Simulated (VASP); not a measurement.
Input of a VASP 6.6.1 run:

INCAR

```
PREC = Accurate
ENCUT = 520
EDIFF = 1E-8
ISMEAR = -1
SIGMA = 0.05
LREAL = F
LASPH = T
NELM = 150
ALGO = Normal
ISIF = 2
LWAVE = F
LCHARG = F
ISPIN = 2
MAGMOM = 4 0
LORBIT = 11
LMAXMIX = 4
GGA = PE
LEFG = T
NBANDS = 20
```

The input KPOINTS:

```
Automatic mesh
0
Gamma
  12 12 12
```

POSCAR

```
MnS
1.0
    0.0000000000      2.5593774420      2.5593774420
    2.5593774420      0.0000000000      2.5593774420
    2.5593774420      2.5593774420      0.0000000000
Mn S
1 1
Direct
    0.0000000000      0.0000000000      0.0000000000
    0.5000000000      0.5000000000      0.5000000000
```

Potentials or basis: VASP PAW PBE potentials, release 64 (Mn_pv, S).

Launch:

```bash
$ cat potpaw_PBE.64/Mn_pv/POTCAR potpaw_PBE.64/S/POTCAR > POTCAR
$ mpirun -np 1 vasp_std > vasp.out
```

(1) What does it give for the net moment?

(2) What does it give for the site moments?

Results:

(1) 4.53 μB per cell.

(2) Mn +4.12; S +0.09 μB.

Caveat: without QUAD_EFG the Cq values of the log hold for a quadrupole moment of 1 mb, not for the nuclei; a cell with one magnetic atom can't hold antiferromagnetic order, which such compounds often take.
